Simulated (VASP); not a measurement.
Set up this calculation in VASP 6.6.1, as the native input.

| Quantity | Value |
| --- | --- |
| Task | single point |
| Functional | r2SCAN |
| Potentials or basis | VASP PAW PBE potentials, release 64 (Sr_sv) |
| Cutoff | 520 eV |
| k mesh | 15 × 15 × 15 |
| Occupations | fermi-dirac, width 0.1 eV |
| Spin | no spin polarisation |
| Dipole correction | no |
| Further INCAR settings | ALGO = Normal; EDIFF = 1e-06; NBANDS = 11 |

Sr:

```
CELL_PARAMETERS angstrom
0.00000 3.16961 3.16961
3.16961 0.00000 3.16961
3.16961 3.16961 0.00000
ATOMIC_POSITIONS crystal
Sr 0.00000 0.00000 0.00000
```

This cell differs from its parent crystal: volume scaled by 1.12.

These files were run (other wordings do the same):

POSCAR

```
Sr
1.0
    0.0000000000      3.1696130446      3.1696130446
    3.1696130446      0.0000000000      3.1696130446
    3.1696130446      3.1696130446      0.0000000000
Sr
1
Direct
    0.0000000000      0.0000000000      0.0000000000
```

INCAR.step1

```
  PREC = Accurate
  ENCUT = 520
  ISMEAR = -1
  SIGMA = 0.1
  LREAL = False
  LASPH = True
  NELM = 60
  NBANDS = 11
  GGA = PE
  ALGO = Normal
  EDIFF = 1E-4
  LWAVE = True
  LCHARG = False
```

INCAR.step2

```
  PREC = Accurate
  ENCUT = 520
  EDIFF = 1E-6
  ISMEAR = -1
  SIGMA = 0.1
  LREAL = False
  LASPH = True
  NELM = 60
  ALGO = Normal
  ISIF = 2
  LWAVE = False
  LCHARG = False
  METAGGA = R2SCAN
  LMIXTAU = True
  NBANDS = 11
  ISTART = 1
```

KPOINTS

```
regular mesh
0
Gamma
  15 15 15
```

Potentials or basis: VASP PAW PBE potentials, release 64 (Sr_sv).

Run with:

```sh
$ cat potpaw_PBE.64/Sr_sv/POTCAR > POTCAR
$ cp INCAR.step1 INCAR
$ mpirun -np 1 vasp_std > vasp.out
$ cp INCAR.step2 INCAR
$ mpirun -np 1 vasp_std > vasp.out
```

It gave:

| Item | Value |
| --- | --- |
| Pressure | -1.1 GPa |
| Band gap on the k mesh | zero (band 5 reaches 1.29 eV, above the bottom of band 6 at 0.96 eV) |

Caveat: the PAW data sets were made with another functional, which shifts forces and pressure a little.

Wall time 4.9 min on 1 thread of Intel Xeon 6975P-C (shared host), peak memory 0.26 GiB.
